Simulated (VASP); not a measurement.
The system is Be2SbCl.

```
CELL_PARAMETERS angstrom
4.00952 0.00000 0.00000
-2.00476 3.47235 0.00000
0.00000 0.00000 5.71520
ATOMIC_POSITIONS crystal
Be 0.33333 0.66667 0.00000
Be 0.66667 0.33333 0.00000
Sb 0.00000 0.00000 0.00000
Cl 0.00000 0.00000 0.50000
```

| Property | Result |
| --- | --- |
| Program | VASP 6.6.1 |
| Task | relaxation of cell and atoms |
| Functional | PBE |
| Potentials or basis | VASP PAW PBE potentials, release 64 (Be, Sb, Cl) |
| Cutoff | 600 eV |
| k mesh | 6 × 6 × 4 |
| Occupations | gaussian, width 0.1 eV |
| Spin | no spin polarisation |

At the start: pressure 8.4 GPa; volume 19.89 Å³/atom.

Q: How do energy, volume and symmetry change on relaxing?

A: Over 4 steps the energy falls by 121.1 meV/atom and the volume is 22.97 Å³/atom (+15.5 %); space group P6/mmm (No. 191, to 0.05 Å).

Step by step:
| step | energy change (eV) | largest force (eV/Å) | pressure (GPa) | volume (Å³) |
| --- | --- | --- | --- | --- |
| 1 | 0.0000 | 0.0000 | 8.41 | 79.57 |
| 2 | -0.4837 | 0.0000 | -0.09 | 92.05 |
| 3 | -0.4838 | 0.0000 | -0.16 | 92.18 |
| 4 | -0.4844 | 0.0000 | -0.05 | 91.88 |

Final structure:
```
CELL_PARAMETERS angstrom
4.31852 0.00000 0.00000
-2.15926 3.73995 0.00000
0.00000 0.00000 5.68858
ATOMIC_POSITIONS crystal
Be 0.33333 0.66667 0.00000
Be 0.66667 0.33333 0.00000
Sb 0.00000 0.00000 0.00000
Cl 0.00000 0.00000 0.50000
```

Caveat: the volume moved by over 15 % at a fixed basis, so the end points are rough.
